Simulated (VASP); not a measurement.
# TaN (Fm-3m) in VASP: a series of runs

The runs below take TaN through single point, with PBE+D3(BJ).

All numbers are computed with VASP 6.6.1; they aren't measurements. Logs are shortened: lines on timing, memory, paths and dates and some standing lists are left out, and cuts for length are marked.

### 1 The cell of the first run

Symmetry: Fm-3m, No. 225, cubic system. The conventional cell has a = 4.415 Å, b = 4.415 Å, c = 4.415 Å, α = 90.00°, β = 90.00°, γ = 90.00°. Within 2.9 Å of Ta (site symmetry m-3m) lie 6 N at 2.21 Å. Within 2.9 Å of N (site symmetry m-3m) lie 6 Ta at 2.21 Å.

### 2 Single point, PBE+D3(BJ)

File INCAR:

```
SYSTEM = TaN
PREC = Accurate
ENCUT = 520
EDIFF = 1E-7
ISMEAR = -1
SIGMA = 0.1
LREAL = .False.
LASPH = .True.
NELM = 60
ALGO = Normal
ISIF = 2
LWAVE = .False.
LCHARG = .False.
GGA = PE
IVDW = 12
NBANDS = 15
```

File KPOINTS:

```
Automatic mesh
0
Gamma
  9 9 9
  0 0 0
```

File POSCAR:

```
TaN
1.0
    0.0000000000      2.2076743409      2.2076743409
    2.2076743409      0.0000000000      2.2076743409
    2.2076743409      2.2076743409      0.0000000000
Ta N
1 1
Direct
    0.5000000000      0.5000000000      0.5000000000
    0.0000000000      0.0000000000      0.0000000000
```

Potentials or basis: VASP PAW PBE potentials, release 64 (Ta_pv, N).

The run is started by

```bash
> cat potpaw_PBE.64/Ta_pv/POTCAR potpaw_PBE.64/N/POTCAR > POTCAR
> mpirun -np 1 vasp_std > vasp.out
```

OUTCAR:

```text
SYSTEM = TaN
   PREC = Accurate
   ENCUT = 520
   EDIFF = 1E-7
   ISMEAR = -1
   LREAL = .False.
   LASPH = .True.
   NELM = 60
   ISIF = 2
   GGA = PE
   IVDW = 12
 IVDW          = 12

 ion  position               nearest neighbor table
   1  0.500  0.500  0.500-   2 2.21   2 2.21   2 2.21   2 2.21   2 2.21   2 2.21
   2  0.000  0.000  0.000-   1 2.21   1 2.21   1 2.21   1 2.21   1 2.21   1 2.21

  LATTYP: Found a face centered cubic cell.
 ALAT       =     4.4153486818

  Lattice vectors:

 A1 = (   0.0000000000,   2.2076743409,   2.2076743409)
 A2 = (   2.2076743409,   0.0000000000,   2.2076743409)
 A3 = (   2.2076743409,   2.2076743409,   0.0000000000)

Analysis of symmetry for initial positions (statically):
=====================================================================
 Subroutine PRICEL returns:
 Original cell was already a primitive cell.

 Routine SETGRP: Setting up the symmetry group for a
 face centered cubic supercell.

 Subroutine GETGRP returns: Found 48 space group operations
 (whereof 48 operations were pure point group operations)
 out of a pool of 48 trial point group operations.

The static configuration has the point symmetry O_h .

Analysis of symmetry for dynamics (positions and initial velocities):
=====================================================================
 Subroutine PRICEL returns:
 Original cell was already a primitive cell.

 Routine SETGRP: Setting up the symmetry group for a
 face centered cubic supercell.

 Subroutine GETGRP returns: Found 48 space group operations
 (whereof 48 operations were pure point group operations)
 out of a pool of 48 trial point group operations.

The dynamic configuration has the point symmetry O_h .

 Subroutine INISYM returns: Found 48 space group operations
 (whereof 48 operations are pure point group operations),
 and found     1 'primitive' translations

----------------------------------------------------------------------------------------

                                     Primitive cell

  volume of cell :      21.5196

  direct lattice vectors                    reciprocal lattice vectors
     0.000000000  2.207674341  2.207674341    -0.226482679  0.226482679  0.226482679
     2.207674341  0.000000000  2.207674341     0.226482679 -0.226482679  0.226482679
     2.207674341  2.207674341  0.000000000     0.226482679  0.226482679 -0.226482679

  length of vectors
     3.122122994  3.122122994  3.122122994     0.392279508  0.392279508  0.392279508

  position of ions in fractional coordinates (direct lattice)
     0.500000000  0.500000000  0.500000000
     0.000000000  0.000000000  0.000000000

  ion indices of the primitive-cell ions
   primitive index   ion index
                 1           1
                 2           2

----------------------------------------------------------------------------------------

 KPOINTS: Automatic mesh

Automatic generation of k-mesh.
 Grid dimensions read from file:
 generate k-points for:    9    9    9

 Generating k-lattice:

  Cartesian coordinates                     Fractional coordinates (reciprocal lattice)
    -0.025164742  0.025164742  0.025164742     0.111111111  0.000000000  0.000000000
     0.025164742 -0.025164742  0.025164742     0.000000000  0.111111111  0.000000000
     0.025164742  0.025164742 -0.025164742     0.000000000  0.000000000  0.111111111

  Length of vectors
     0.043586612  0.043586612  0.043586612

  Shift w.r.t. Gamma in fractional coordinates (k-lattice)
     0.000000000  0.000000000  0.000000000

 Subroutine IBZKPT returns following result:
 ===========================================

 Found     35 irreducible k-points:

 Following reciprocal coordinates:
            Coordinates               Weight
  0.000000  0.000000  0.000000      1.000000
  0.111111  0.000000  0.000000      8.000000
  0.222222  0.000000  0.000000      8.000000
  0.333333  0.000000  0.000000      8.000000
  0.444444  0.000000  0.000000      8.000000
  0.111111  0.111111  0.000000      6.000000
[... 16 lines left out ...]
 -0.333333  0.333333  0.000000     12.000000
  0.444444  0.444444  0.000000      6.000000
 [... further k-points ...]
   k-points           NKPTS =     35   k-points in BZ     NKDIM =     35   number of bands    NBANDS=     15
   number of dos      NEDOS =    301   number of ions     NIONS =      2
   total plane-waves  NPLWV =  13824
   dimension x,y,z NGX =    24 NGY =   24 NGZ =   24
   dimension x,y,z NGXF=    48 NGYF=   48 NGZF=   48
   ions per type =               1   1
   NGX,Y,Z   is equivalent  to a cutoff of  12.78, 12.78, 12.78 a.u.
   NGXF,Y,Z  is equivalent  to a cutoff of  25.56, 25.56, 25.56 a.u.
 SYSTEM =  TaN
   PREC   = accura    normal or accurate (medium, high low for compatibility)
   ISTART =      0    job   : 0-new  1-cont  2-samecut
   ICHARG =      2    charge: 1-file 2-atom 10-const
   ISPIN  =      1    spin polarized calculation?
   LNONCOLLINEAR =      F non collinear calculations
   LSORBIT =      F    spin-orbit coupling
   LASPH  =      T    aspherical Exc in radial PAW
   ENCUT  =  520.0 eV  38.22 Ry    6.18 a.u.   5.81  5.81  5.81*2*pi/ulx,y,z
   NELM   =     60;   NELMIN=  2; NELMDL= -5     # of ELM steps
   EDIFF  = 0.1E-06   stopping-criterion for ELM
   LREAL  =      F    real-space projection
   EDIFFG = 0.1E-05   stopping-criterion for IOM
   NSW    =      0    number of steps for IOM
   IBRION =     -1    ionic relax: 0-MD 1-quasi-New 2-CG
   NFREE  =      0    steps in history (QN), initial steepest desc. (CG)
   ISIF   =      2    stress and relaxation
   ISYM   =      2    0-nonsym 1-usesym 2-fastsym
   POTIM  = 0.5000    time-step for ionic-motion
   TEBEG  =    0.0;   TEEND  =   0.0 temperature during run
   PSTRESS=    0.0 pullay stress
   NELECT =      16.0000    total number of electrons
   NUPDOWN=      -1.0000    fix difference up-down
   EMIN   =  10.00;   EMAX   =-10.00  energy-range for DOS
   EFERMI =   0.00;   METHOD = LEGACY
   ISMEAR =    -1;   SIGMA  =   0.10  broadening in eV -4-tet -1-fermi 0-gaus
   EFERMI_NEDOS =   21; number of points for ismear=-14 and -15
   IALGO  =     38    algorithm
   IMIX   =      4    mixing-type and parameters
     AMIX     =   0.40;   BMIX     =  1.00
     AMIX_MAG =   1.60;   BMIX_MAG =  1.00
  volume/ion in A,a.u.               =      10.76        72.61
  Fermi-wavevector in a.u.,A,eV,Ry     =   1.483098  2.802649 29.927094  2.199579
  Thomas-Fermi vector in A             =   2.596802
   LORBIT       =      0    0 simple, 1 ext, 2 COOP (PROOUT), +10 PAW based schemes
   GGA     = PE    functional components
   LHFCALC =     F    Hartree Fock is set to
   AEXX    =    0.0000 exact exchange contribution
   IVDW    =    12    specifies the selected vdW correction
   LEPSILON=     F    determine dielectric tensor
   LRPA    =     F    only Hartree local field effects (RPA)
 non-spin polarized calculation
  energy-cutoff  :      520.00
  volume of cell :       21.52
 maximum number of plane-waves:       589
   NGX = 11   NGY = 11   NGZ = 11

 number of electron      16.0000003 magnetization

 Free energy of the ion-electron system (eV)
  ---------------------------------------------------
  ext. energy  EPLUGINS =         0.00000000
  ---------------------------------------------------
  free energy    TOTEN  =       -21.84299037 eV

  energy without entropy =      -21.81460120  energy(sigma->0) =      -21.82879579

 E-fermi :   9.3051     XC(G=0): -13.3716

 val. band max:        9.2106570496   @ k =  -0.4444   0.2222   0.1111
 cond. band min:       9.3527118863   @ k =   0.2222   0.1111   0.0000
 fundamental gap:      0.1420548367
 Fermi energy:         9.3050560387

 k-point     1 :       0.0000    0.0000    0.0000
  band No.  band energies     occupation
      1     -26.3871      2.00000
      2     -26.3871      2.00000
      3     -26.3871      2.00000
      4      -9.3565      2.00000
      5       5.6145      2.00000
      6       5.6145      2.00000
      7       5.6145      2.00000
      8       7.3393      2.00000
      9       7.3393      2.00000
     10       7.3393      2.00000
     11       9.4735      0.31305
     12       9.4735      0.31305
     13      10.8255      0.00000
     14      18.8111      0.00000
     15      21.7507      0.00000

 k-point     2 :       0.1111    0.0000    0.0000
  band No.  band energies     occupation
      1     -26.4892      2.00000
      2     -26.3966      2.00000
      3     -26.3966      2.00000
      4      -9.0694      2.00000
      5       4.3263      2.00000
      6       4.7530      2.00000
      7       4.7530      2.00000
      8       7.7619      2.00000
      9       7.7619      2.00000
     10       7.8144      2.00000
     11      10.5566      0.00001
     12      10.5566      0.00001
     13      11.6748      0.00000
     14      19.6895      0.00000
     15      21.7502      0.00000

 k-point     3 :       0.2222    0.0000    0.0000
  band No.  band energies     occupation
      1     -26.7387      2.00000
      2     -26.4203      2.00000
      3     -26.4203      2.00000
      4      -8.3028      2.00000
      5       2.2954      2.00000
      6       3.4673      2.00000
      7       3.4673      2.00000
      8       8.4382      1.99966
      9       8.7220      1.99414
     10       8.7220      1.99414
     11      12.6905      0.00000
     12      12.6905      0.00000
     13      13.3122      0.00000
     14      21.4858      0.00000
     15      21.7537      0.00000

 k-point     4 :       0.3333    0.0000    0.0000
  band No.  band energies     occupation
      1     -27.0086      2.00000
      2     -26.4471      2.00000
      3     -26.4471      2.00000
      4      -7.3148      2.00000
      5       0.4760      2.00000
      6       2.4918      2.00000
      7       2.4918      2.00000
      8       9.4671      0.33035
      9      10.0168      0.00162
     10      10.0168      0.00162
     11      14.3253      0.00000
     12      14.9004      0.00000
     13      14.9004      0.00000
     14      21.2647      0.00000
     15      21.7797      0.00000
[... 307 lines left out ...]
 k-point    22 :      -0.4444    0.3333    0.0000
  band No.  band energies     occupation
      1     -27.0006      2.00000
      2     -26.7759      2.00000
      3     -26.5983      2.00000
      4      -7.5756      2.00000
      5       1.8631      2.00000
      6       2.6477      2.00000
      7       3.4594      2.00000
      8       6.8438      2.00000
      9      12.0110      0.00000
     10      12.1327      0.00000
     11      13.8232      0.00000
     12      14.2125      0.00000
     13      17.2783      0.00000
     14      19.2251      0.00000
     15      21.7581      0.00000

 k-point    23 :      -0.3333    0.3333    0.0000
  band No.  band energies     occupation
      1     -26.9238      2.00000
      2     -26.8815      2.00000
      3     -26.5501      2.00000
      4      -7.2223      2.00000
      5       0.9775      2.00000
      6       2.6081      2.00000
      7       2.7350      2.00000
      8       8.5801      1.99858
      9      11.2517      0.00000
     10      11.2764      0.00000
     11      13.4220      0.00000
     12      15.7078      0.00000
     13      18.7289      0.00000
     14      20.3992      0.00000
     15      20.4466      0.00000

 k-point    24 :       0.4444    0.4444    0.0000
  band No.  band energies     occupation
      1     -27.0616      2.00000
      2     -26.6503      2.00000
      3     -26.6503      2.00000
      4      -8.0700      2.00000
      5       2.5496      2.00000
      6       4.0983      2.00000
      7       4.7608      2.00000
      8       4.7608      2.00000
      9      11.4163      0.00000
     10      12.8389      0.00000
     11      12.8389      0.00000
     12      13.6792      0.00000
     13      16.4362      0.00000
     14      18.5015      0.00000
     15      21.7577      0.00000

 [... further k-points ...]

------------------------ aborting loop because EDIFF is reached ----------------------------------------

 Edisp (eV)   -0.93298

 E8    (eV) :    -0.4313

  FORCE on cell =-STRESS in cart. coord.  units (eV):
  Direction    XX          YY          ZZ          XY          YZ          ZX
  --------------------------------------------------------------------------------------
  -------------------------------------------------------------------------------------
  Total      -0.80782    -0.80782    -0.80782     0.00000    -0.00000     0.00000
  in kB     -60.14349   -60.14349   -60.14349     0.00000    -0.00000     0.00000
  external pressure =      -60.14 kB  Pullay stress =        0.00 kB

 VOLUME and BASIS-vectors are now :
 -----------------------------------------------------------------------------
  energy-cutoff  :      520.00
  volume of cell :       21.52
      direct lattice vectors                 reciprocal lattice vectors
     0.000000000  2.207674341  2.207674341    -0.226482679  0.226482679  0.226482679
     2.207674341  0.000000000  2.207674341     0.226482679 -0.226482679  0.226482679
     2.207674341  2.207674341  0.000000000     0.226482679  0.226482679 -0.226482679

 POSITION                                       TOTAL-FORCE (eV/Angst)
 -----------------------------------------------------------------------------------
      2.20767      2.20767      2.20767        -0.000000      0.000000     -0.000000
      0.00000      0.00000      0.00000         0.000000     -0.000000      0.000000
 -----------------------------------------------------------------------------------
    total drift:                                0.000000     -0.000000     -0.000000

  FREE ENERGIE OF THE ION-ELECTRON SYSTEM (eV)
  ---------------------------------------------------
  free  energy   TOTEN  =       -22.7759717139 eV

  energy  without entropy=      -22.7475825441  energy(sigma->0) =      -22.76177713
```

Wall time 9.6 s (1 thread of Intel Xeon Platinum 8488C (Sapphire Rapids), shared host); peak memory 0.15 GiB.

Results:

```
Free energy                : -22.7760 eV
Pressure                   : -6.0 GPa
Band gap on the k mesh     : zero (band 8 reaches 10.93 eV, above the bottom of band 9 at 7.34 eV)
Dispersion energy per atom : -0.466 eV
```

Caveat: spin-orbit coupling is left out, which moves the levels of the heavy elements; pairwise dispersion overbinds metals, which lowers pressure and volume.

### 3 Single point, PBE+D3(BJ)

This run uses another cell than the first one, of 10.97 Å³/atom, 1.019 times its volume.

File INCAR:

```
SYSTEM = TaN
  PREC = Accurate
  ENCUT = 520
  EDIFF = 1E-6
  ISMEAR = -1
  SIGMA = 0.1
  LREAL = .False.
  LASPH = .True.
  NELM = 80
  ALGO = Normal
  ISIF = 2
  LWAVE = .False.
  LCHARG = .False.
  GGA = PE
  IVDW = 12
  NBANDS = 15
```

KPOINTS is that of step 2.

File POSCAR:

```
TaN
1.0
    0.0000000000      2.2217363401      2.2217363401
    2.2217363401      0.0000000000      2.2217363401
    2.2217363401      2.2217363401      0.0000000000
Ta N
1 1
Direct
    0.5000000000      0.5000000000      0.5000000000
    0.0000000000      0.0000000000      0.0000000000
```

Potentials or basis: VASP PAW PBE potentials, release 64 (Ta_pv, N).

The run is started by

```bash
> cat potpaw_PBE.64/Ta_pv/POTCAR potpaw_PBE.64/N/POTCAR > POTCAR
> mpirun -np 1 vasp_std > vasp.out
```

It took 13 s on 1 thread of Intel Xeon Platinum 8488C (Sapphire Rapids), shared host; peak memory 0.15 GiB.

Results (log left out):

* Free energy: -22.7531 eV
* Pressure: -11.8 GPa
* Band gap on the k mesh: zero (band 8 reaches 10.67 eV, above the bottom of band 9 at 7.18 eV)
* Dispersion energy per atom: -0.457 eV

Levels at points of the mesh, in eV from the Fermi level:
```csv
k point,band 5,band 6,band 7,band 8,band 9,band 10,band 11,band 12
"(0.00, 0.00, 0.00)",-3.64,-3.64,-3.64,-1.92,-1.92,-1.92,0.16,0.16
```

Caveat: spin-orbit coupling is left out, which moves the levels of the heavy elements; pairwise dispersion overbinds metals, which lowers pressure and volume.
